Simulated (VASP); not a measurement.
Set up this calculation in VASP 6.6.1, as the native input.

```yaml
Task: single point
Functional: PBEsol
Potentials_or_basis: VASP PAW PBE potentials, release 64 (Te, As)
Cutoff: 500 eV
k_mesh: 2 × 2 × 2, shifted
Occupations: gaussian, width 0.1 eV
Spin: no spin polarisation
Dipole_correction: no
Further_INCAR_settings: ALGO = Normal; EDIFF = 1e-06; NBANDS = 25
```

The structure of TeAs2 lies in POSCAR:

```
TeAs2
1.0
   -3.5564540000      3.5564540000      2.9405160000
    3.5564540000     -3.5564540000      2.9405160000
    3.5564540000      3.5564540000     -2.9405160000
Te As
2 4
Direct
    0.7500000000      0.2500000000      0.5000000000
    0.0000000000      0.0000000000      0.0000000000
    0.3750000000      0.6250000000      0.2500000000
    0.3750000000      0.1250000000      0.7500000000
    0.3750000000      0.6250000000      0.7500000000
    0.8750000000      0.6250000000      0.2500000000
```

These files were run (other wordings do the same):

INCAR

```
ALGO = Normal
EDIFF = 1E-6
ENCUT = 500
GGA = PS
GGA_COMPAT = F
ISIF = 2
ISMEAR = 0
LASPH = T
LCHARG = T
LELF = T
LREAL = F
LVHAR = T
LWAVE = F
NBANDS = 25
NELM = 120
PREC = Accurate
SIGMA = 0.1
```

KPOINTS

```
Automatic mesh
0
Gamma
  2 2 2
  0.5 0.5 0.5
```

Potentials or basis: VASP PAW PBE potentials, release 64 (Te, As).

Command:

```sh
$ cat potpaw_PBE.64/Te/POTCAR potpaw_PBE.64/As/POTCAR > POTCAR
$ mpirun -np 1 vasp_std > vasp.out
```

Results of the run:

| Quantity | Value |
| --- | --- |
| Pressure | -3.7 GPa |
| Band gap on the k mesh | 0.54 eV, indirect (least direct gap 0.79 eV) |

Caveat: the k points lie up to 0.69 Å⁻¹ apart; the PAW data sets were made with another functional, which shifts forces and pressure a little; spin-orbit coupling is left out, which moves the levels of the heavy elements.

It used 27 s of CPU time on 1 thread of AMD EPYC 7R13 Processor (Zen 3), on a shared host.
